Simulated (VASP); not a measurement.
Write the native input for VASP 6.6.1 that does the following.

| Item | Value |
| --- | --- |
| Task | single point |
| Functional | PBE |
| Potentials or basis | VASP PAW PBE potentials, release 64 (Be, C, O) |
| Cutoff | 520 eV |
| k mesh | 6 × 6 × 1 |
| Occupations | gaussian, width 0.1 eV |
| Spin | no spin polarisation |
| Dipole correction | yes |
| Further INCAR settings | LREAL = Auto; ALGO = Normal; EDIFF = 1e-06; NBANDS = 36 |

The structure of Be16CO lies in POSCAR:

```
Be16CO
1.0
    4.5254381410      0.0000000000      0.0000000000
   -2.2627190705      3.9191443934      0.0000000000
    0.0000000000      0.0000000000     23.4761687145
Be C O
16 1 1
Direct
    0.3333333333      0.1666666667      0.1703855535
    0.3333333333      0.6666666667      0.1703855535
    0.8333333333      0.1666666667      0.1703855535
    0.8333333333      0.6666666667      0.1703855535
    0.1666666667      0.3333333333      0.2463521558
    0.1666666667      0.8333333333      0.2463521558
    0.6666666667      0.3333333333      0.2463521558
    0.6666666667      0.8333333333      0.2463521558
    0.3333333333      0.1666666667      0.3241941575
    0.3333333333      0.6666666667      0.3241941575
    0.8333333333      0.1666666667      0.3241941575
    0.8333333333      0.6666666667      0.3241941575
    0.1666666667      0.3333333333      0.4036505628
    0.1666666667      0.8333333333      0.4036505628
    0.6666666667      0.3333333333      0.4036505628
    0.6666666667      0.8333333333      0.4036505628
    0.1666666667      0.3333333333      0.4735086397
    0.2406624093      0.2593375907      0.5163005229
```

The input as run:

INCAR

```
SYSTEM = Be16CO
PREC = Accurate
ENCUT = 520
EDIFF = 1E-6
ISMEAR = 0
SIGMA = 0.1
LREAL = Auto
LASPH = .True.
NELM = 80
ALGO = Normal
ISIF = 2
LWAVE = .False.
LCHARG = .False.
LDIPOL = .True.
IDIPOL = 3
DIPOL = 0.5 0.5 0.309
GGA = PE
NBANDS = 36
```

KPOINTS

```
Automatic mesh
0
Gamma
  6 6 1
  0 0 0
```

Potentials or basis: VASP PAW PBE potentials, release 64 (Be, C, O).

Command:

```bash
$ cat potpaw_PBE.64/Be/POTCAR potpaw_PBE.64/C/POTCAR potpaw_PBE.64/O/POTCAR > POTCAR
$ mpirun -np 1 vasp_std > vasp.out
```

Results of the run:

- Largest force: 1.877 eV/Å
- Band gap on the k mesh: zero (band 21 reaches -0.88 eV, above the bottom of band 22 at -2.07 eV)

Wall time 5.8 min on 1 thread of Intel(R) Xeon(R) Platinum 8488C (Sapphire Rapids), with other jobs on the host, peak memory 0.56 GiB.
